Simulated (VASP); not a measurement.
Runs of VASP 6.6.1 on CdSe. The structure is that of space group Pmm2 (No. 25), or close to it. The cells are those of the table. 

```tsv
cell	k mesh	gap on the mesh (eV)	moment (μB)	largest force (eV/Å)
a = 10.100, b = 9.300, c = 4.535 Å, 2 atoms	1 × 1 × 15	1.69	0.00	0.05
a = 11.200, b = 9.300, c = 2.560 Å, 2 atoms	1 × 1 × 25	none	0.02	2.60
a = 9.000, b = 9.300, c = 4.830 Å, 2 atoms	1 × 1 × 14	0.33	0.00	3.30
a = 10.100, b = 9.300, c = 4.347 Å, 2 atoms	1 × 1 × 15	(a)	0.00	(b)
a = 11.200, b = 9.300, c = 2.670 Å, 2 atoms	1 × 1 × 25	none	0.00	0.02
```

Alike in all rows: task single point; level PBE; potentials or basis VASP PAW PBE potentials, release 64 (Cd, Se); spin collinear, ferromagnetic start; cutoff (eV) 520; smearing gaussian 0.05 eV.

Question: Estimate the missing entries.

Answer: (a) 1.96; (b) 0.16.

A k mesh can miss the band edges, and the runs leave out spin-orbit coupling on Cd, Se.

A gap of «none» marks levels without a gap at the run's occupations.
